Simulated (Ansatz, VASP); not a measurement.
## One calculation of Cu, two programs

The input INCAR:

```
PREC = Accurate
ENCUT = 520
EDIFF = 1E-6
ISMEAR = 0
SIGMA = 0.15
LREAL = False
LASPH = True
NELM = 80
ALGO = Normal
ISIF = 2
LWAVE = False
LCHARG = False
GGA = PS
NBANDS = 12
```

Contents of KPOINTS:

```
Automatic mesh
0
Gamma
  22 22 22
```

The input POSCAR:

```
Cu
1.0
    0.0000000000      1.8075000000      1.8075000000
    1.7713500000      0.0000000000      1.8075000000
    1.7713500000      1.8075000000      0.0000000000
Cu
1
Direct
    0.0000000000      0.0000000000      0.0000000000
```

Input for Ansatz:

```yaml
crystal:
  lattice:
    - [0.0, 1.8075, 1.8075]
    - [1.77135, 0.0, 1.8075]
    - [1.77135, 1.8075, 0.0]
  atoms:
    - { symbol: Cu, position: [0.0, 0.0, 0.0] }
basis:
  ecutwfc: 420
kpoints:
  mp_grid: { grid: [22, 22, 22] }
hamiltonian:
  xc: pbesol
scf:
  occupations: { method: gaussian, width: 0.15 }
output:
  forces: true
  stress: true
  eigenvalues: true
```

Change from the starting cell: strain -0.0200 x Voigt [1, 0, 0, 0, 0, 0], atoms carried along.

Alike in both runs: task single point; functional PBEsol; k mesh 22 × 22 × 22; occupations gaussian, width 0.15 eV; no spin polarisation.

|  | VASP | Ansatz |
| --- | --- | --- |
| version | VASP 6.6.1 | Ansatz 0.2.0 |
| potentials or method | VASP PAW PBE potentials, release 64 (Cu), cutoff 520 eV | scalar-relativistic, plane waves, PAW |
| valence electrons in the cell | 11 | 19 |

Ansatz gave:

| Property | Result |
| --- | --- |
| gap on the k mesh at the Fermi level (eV) | none |
| pressure (GPa) | -3.6 |
| traceless stress, the component that is largest in VASP (GPa) | 0.78 |

**Question.** Which values does VASP return?

**Answer.** gap on the k mesh at the Fermi level (eV): none; pressure (GPa): -2.9; traceless stress, the component that is largest in VASP (GPa): 0.77.

VASP's potentials were made for PBE, not for PBEsol. A gap of «none» marks a metal or a gap that the smearing closes. With one functional, cell and mesh, what is left measures potentials, basis and numerics. VASP's potentials hold 11 valence electrons a cell and Ansatz's 19, so a difference there can come from the potentials and not from the codes.
